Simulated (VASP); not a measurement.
Input of a VASP 6.6.1 run:

POSCAR

```
AlCo3
1.0
    3.5749480000      0.0000000000      0.0000000000
    0.0000000000      3.5749480000      0.0000000000
    0.0000000000      0.0000000000      3.5749480000
Al Co
1 3
Direct
    0.0000000000      0.0000000000      0.0000000000
    0.5000000000      0.5000000000      0.0000000000
    0.5000000000      0.0000000000      0.5000000000
    0.0000000000      0.5000000000      0.5000000000
```

File INCAR.step1:

```
SYSTEM = AlCo3
  PREC = Accurate
  ENCUT = 520
  ISMEAR = 0
  SIGMA = 0.1
  LREAL = .False.
  LASPH = .True.
  NELM = 150
  ISPIN = 2
  MAGMOM = 0 1.76 1.76 1.76
  LMAXMIX = 4
  NBANDS = 27
  GGA = PE
  ALGO = Normal
  EDIFF = 1E-4
  LWAVE = .True.
  LCHARG = .False.
```

Contents of INCAR.step2:

```
SYSTEM = AlCo3
  PREC = Accurate
  ENCUT = 520
  EDIFF = 1E-7
  ISMEAR = 0
  SIGMA = 0.1
  LREAL = .False.
  LASPH = .True.
  NELM = 150
  ALGO = Normal
  ISIF = 2
  LWAVE = .False.
  LCHARG = .False.
  ISPIN = 2
  MAGMOM = 0 1.76 1.76 1.76
  LORBIT = 11
  LMAXMIX = 4
  METAGGA = R2SCAN
  LMIXTAU = .True.
  NBANDS = 27
  ISTART = 1
```

Contents of KPOINTS:

```
Automatic mesh
0
Gamma
  4 4 4
  0 0 0
```

Potentials or basis: VASP PAW PBE potentials, release 64 (Al, Co).

Command:

```console
$ cat potpaw_PBE.64/Al/POTCAR potpaw_PBE.64/Co/POTCAR > POTCAR
$ cp INCAR.step1 INCAR
$ mpirun -np 1 vasp_std > vasp.out
$ cp INCAR.step2 INCAR
$ mpirun -np 1 vasp_std > vasp.out
```

Task: Estimate the net moment.

Result: 4.56 μB per cell.

Task: Estimate the site moments.

Result: Al -0.04; Co +1.60 μB.

Caveat: the k points lie up to 0.44 Å⁻¹ apart.
